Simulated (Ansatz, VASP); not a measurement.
One calculation of B, two programs

```
B
1.0
     2.64860   -1.66758    0.00000
     2.64860    1.66758    0.00000
     0.00000    0.00000    2.98217
B
4
Cartesian
  0.8676 -0.5008 0.7455
  4.4296 0.5008 2.2366
  4.4296 -0.5008 0.7455
  0.8676 0.5008 2.2366
```

Alike in both runs: task relaxation of cell and atoms; functional PBE; k mesh 16 × 16 × 16; occupations gaussian, width 0.1 eV; no spin polarisation.

```csv
,VASP,Ansatz
version,VASP 6.6.1,Ansatz 0.2.0
potentials or method,"VASP PAW PBE potentials, release 64 (B), cutoff 600 eV","scalar-relativistic, plane waves, PAW"
valence electrons in the cell,12,12
```

|  | VASP | Ansatz | Ansatz less VASP |
| --- | --- | --- | --- |
| gap on the k mesh at the Fermi level, each at its own relaxed structure (eV) | none | none | - |
| relaxed volume (Å³/atom) | 6.58 | 6.58 | +0.003 |
| relaxed length of the cell vector where the two differ most in proportion (Å) | 2.983 | 2.983 | +0.0005 |

A gap of «none» marks a metal or a gap that the smearing closes.
